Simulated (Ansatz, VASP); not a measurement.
**One calculation of VSi, two programs**

```
V Si
1.0
     1.73078    0.99927    2.86904
    -1.73078    0.99927    2.86904
     0.00000   -1.99853    2.86904
V Si
1 1
Direct
  0.00000 0.00000 0.00000
  0.50000 0.50000 0.50000
```

Alike in both runs: task relaxation of cell and atoms; functional PBE; k mesh 18 × 18 × 18; occupations gaussian, width 0.1 eV; no spin polarisation.

|  | VASP | Ansatz |
| --- | --- | --- |
| version | VASP 6.6.1 | Ansatz 0.2.0 |
| potentials or method | VASP PAW PBE potentials, release 64 (V_sv, Si), cutoff 600 eV | scalar-relativistic, plane waves, PAW |
| valence electrons in the cell | 17 | 17 |

|  | VASP | Ansatz | Ansatz less VASP |
| --- | --- | --- | --- |
| gap on the k mesh at the Fermi level, each at its own relaxed structure (eV) | none | none | - |
| relaxed volume (Å³/atom) | 14.60 | 14.59 | -0.010 |
| relaxed cell length with the largest relative difference (Å) | 3.474 | 3.494 | +0.0199 |

A gap of «none» marks a metal or a gap that the smearing closes.
